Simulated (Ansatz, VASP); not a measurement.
# One calculation of PbO, two programs

POSCAR

```
PbO
1.0
    0.0000000000      2.6059994007      2.6059994007
    2.6059994007      0.0000000000      2.6059994007
    2.6059994007      2.6059994007      0.0000000000
Pb O
1 1
Direct
    0.0000000000      0.0000000000      0.0000000000
    0.5000000000      0.5000000000      0.5000000000
```

INCAR.step1

```
SYSTEM = PbO
ALGO     = Normal         ! electronic algorithm
EDIFF    = 1E-4           ! SCF threshold, eV
ENCUT    = 600            ! plane-wave cutoff, eV
GGA      = PE             ! functional
ISMEAR   = 0              ! smearing method
LASPH    = .TRUE.         ! aspherical terms in the spheres
LCHARG   = .FALSE.        ! write CHGCAR
LREAL    = .FALSE.        ! projectors in reciprocal space
LWAVE    = .TRUE.         ! write WAVECAR
NELM     = 100            ! most SCF steps
PREC     = Accurate       ! precision mode
SIGMA    = 0.02           ! smearing width, eV
```

File INCAR.step2:

```
SYSTEM = PbO
ALGO     = Normal         ! electronic algorithm
EDIFF    = 1E-7           ! SCF threshold, eV
EDIFFG   = -0.01          ! ionic threshold
ENCUT    = 600            ! plane-wave cutoff, eV
IBRION   = 2              ! ionic algorithm
ISIF     = 3              ! what is computed and relaxed
ISMEAR   = 0              ! smearing method
ISTART   = 1            
LASPH    = .TRUE.         ! aspherical terms in the spheres
LCHARG   = .FALSE.        ! write CHGCAR
LMIXTAU  = .TRUE.       
LREAL    = .FALSE.        ! projectors in reciprocal space
LWAVE    = .FALSE.        ! write WAVECAR
METAGGA  = R2SCAN         ! meta-GGA
NELM     = 100            ! most SCF steps
NSW      = 80             ! ionic steps
PREC     = Accurate       ! precision mode
SIGMA    = 0.02           ! smearing width, eV
```

The input KPOINTS:

```
k-points
0
G
  12 12 12
  0 0 0
```

Input for Ansatz:

```yaml
crystal:
  lattice:
    - [0.0, 2.6059994007, 2.6059994007]
    - [2.6059994007, 0.0, 2.6059994007]
    - [2.6059994007, 2.6059994007, 0.0]
  atoms:
    - { symbol: Pb, position: [0.0, 0.0, 0.0] }
    - { symbol: O, position: [0.5, 0.5, 0.5] }
basis:
  ecutwfc: 500
kpoints:
  mp_grid: { grid: [12, 12, 12] }
hamiltonian:
  xc: r2scan
scf:
  occupations: { method: gaussian, width: 0.02 }
output:
  forces: true
  stress: true
  eigenvalues: true
relax:
  adjacent_minimum: "off"
  f_tol: 0.01
  max_steps: 60
  cell: { stress_tol: 0.1 }
```

Alike in both runs: task relaxation of cell and atoms; functional r2SCAN; k mesh 12 × 12 × 12; occupations gaussian, width 0.02 eV; no spin polarisation.

```csv
,VASP,Ansatz
version,VASP 6.6.1,Ansatz 0.2.0
potentials or method,"VASP PAW PBE potentials, release 64 (Pb_d, O), cutoff 600 eV","scalar-relativistic, plane waves, PAW"
valence electrons in the cell,20,20
```

Ansatz gave:

- gap on the k mesh at the Fermi level, each at its own relaxed structure (eV): 0.32
- relaxed volume (Å³/atom): 17.73
- relaxed cell length with the largest relative difference (Å): 3.687

Q: What did VASP give for the same quantities?

A: gap on the k mesh at the Fermi level, each at its own relaxed structure (eV): 0.31; relaxed volume (Å³/atom): 17.75; relaxed cell length with the largest relative difference (Å): 3.689.

VASP's potentials were made for PBE, not for r2SCAN.

Neither program's run includes spin-orbit coupling.
